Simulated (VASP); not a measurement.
Runs of VASP 6.6.1 on HfN. The structure is that of space group F-43m (No. 216), or close to it. The cells are those of the table. 

```csv
cell,gap on the mesh (eV),pressure (GPa)
"a = 3.500 Å, angles 60.0°, 2 atoms",none,(b)
"a = 3.472 Å, angles 60.0°, 2 atoms",none,-0.5
"a = 3.442 Å, angles 60.0°, 2 atoms",none,4.6
"a = 3.352 Å, angles 60.0°, 2 atoms",none,24.9
"a = 3.383 Å, angles 60.0°, 2 atoms",none,(a)
```

Alike in all rows: task single point; level PBE; potentials or basis VASP PAW PBE potentials, release 64 (Hf_pv, N); no spin polarisation; k mesh 8 × 8 × 8; cutoff (eV) 520; smearing fermi-dirac 0.05 eV.

Question: Estimate the missing entries.

Answer: (a) 17.3; (b) -5.0.

Caveats: spin-orbit coupling is left out, which moves the levels of the heavy elements.

A k mesh can miss the band edges, and the runs leave out spin-orbit coupling on Hf.

A gap of «none» marks levels without a gap at the run's occupations.
